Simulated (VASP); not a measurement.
A run of VASP 6.6.1 is set up as follows.

File INCAR:

```
SYSTEM = H6C2O
  PREC = Accurate
  ENCUT = 520
  EDIFF = 1E-6
  ISMEAR = -1
  SIGMA = 0.02
  LREAL = Auto
  LASPH = .TRUE.
  NELM = 80
  ALGO = Normal
  ISIF = 2
  LWAVE = .FALSE.
  LCHARG = .FALSE.
  GGA = PE
  IVDW = 12
  NBANDS = 64
```

Contents of KPOINTS:

```
regular mesh
0
G
  1 1 1
  0 0 0
```

POSCAR

```
H6C2O
1.0
    7.2936330000      0.0000000000      0.0000000000
    0.0000000000      7.2936330000      0.0000000000
    0.0000000000      0.0000000000      7.2936330000
C O H
8 4 24
Direct
    0.4944860812      0.3621651926      0.7860554541
    0.2958196553      0.3524992278      0.7008852790
    0.1039948130      0.7127997803     -0.0324118310
    0.2357672781      0.7032572108      0.1201595967
    0.7061090132      0.7598956515      0.6185394851
    0.7169815098      0.9233944181      0.4790753799
    0.9634156257      0.3285605404      0.2429790476
    0.7717278892      0.2874836176      0.1652948537
    0.2702356974      0.1722461221      0.6290280852
    0.3592311267      0.8523187279      0.1083547801
    0.5332596252      0.9643753668      0.4173366003
    0.7854247671      0.1175134532      0.0613411725
    0.1621962608      0.1737131550      0.5494518301
    0.1989269271      0.3790840587      0.8125031791
    0.2881143046      0.4623758832      0.5928321318
    0.5026850131      0.4959531142      0.8345360947
    0.5169166038      0.2792161328      0.9062561826
    0.6089832049      0.3306171287      0.6960591519
    0.3967707177      0.8982629096      0.2354245134
    0.1605647007      0.7178315662      0.2465575112
    0.3092834531      0.5561014655      0.1233404532
    0.0038526753      0.6024021225     -0.0320279345
    0.0248572968      0.8477942337     -0.0380743040
    0.1822411410      0.7251118887     -0.1615655737
    0.4788697210      1.0365753254      0.5032471472
    0.7744425857      1.0514513138      0.5274874675
    0.7981207719      0.8814811494      0.3629055643
    0.8462175160      0.7166250345      0.6637158738
    0.6261214404      0.7955568919      0.7449511101
    0.6373915441      0.6524183490      0.5526738184
    0.6667184927      0.0448610452      0.1019930671
    0.6567646055      0.2680694244      0.2775160198
    0.7296638040      0.4004451554      0.0769849539
    0.9607146397      0.4566037255      0.3299590204
    0.9999954755      0.2265126309      0.3490441595
    1.0697686599      0.3423259712      0.1352275334
```

Potentials or basis: VASP PAW PBE potentials, release 64 (C, O, H).

Launch:

```console
$ cat potpaw_PBE.64/C/POTCAR potpaw_PBE.64/O/POTCAR potpaw_PBE.64/H/POTCAR > POTCAR
$ mpirun -np 1 vasp_gam > vasp.out
```

Task: Estimate the largest force.

Result: 4.355 eV/Å.

Task: What does it give for the dispersion energy per atom?

Result: -0.036 eV.

Forces in eV/Å, atoms in the order of the input:
```
C   -1.560 -1.122 -0.668
C    2.097  0.028  0.256
C   -0.824  1.836 -1.610
C    1.126 -1.238  0.784
C    1.282  2.345  1.042
C   -0.896 -1.246  0.977
C   -0.613  0.724  1.264
C   -0.214 -0.795  1.313
O   -0.287 -0.159 -0.575
O    0.856  0.692  0.845
O    1.903 -2.125 -3.090
O   -2.851 -1.090  1.125
H    0.158 -0.082  0.149
H   -0.264  0.136 -0.053
H   -0.216 -0.549  0.385
H    0.546  2.200  0.559
H   -0.447 -0.755  0.339
H    0.006  0.096 -0.600
H   -0.166 -0.836 -1.244
H   -0.375 -0.293  0.952
H   -0.683  1.844 -0.026
H   -0.032 -0.319 -0.210
H    0.472 -0.933  0.591
H   -0.141 -0.592 -0.143
H   -2.152  2.442  2.893
H    0.407  0.237  0.657
H    0.170 -0.177 -0.693
H   -0.563  0.099 -0.239
H    0.368  0.046 -0.555
H   -0.698 -1.442 -0.849
H    2.408  1.202 -1.113
H    1.580  0.460 -1.138
H   -0.181  0.243 -0.300
H   -0.036 -0.298 -0.815
H    0.145 -0.330 -0.577
H   -0.321 -0.248  0.369
```

Caveat: the k points lie up to 0.86 Å⁻¹ apart.
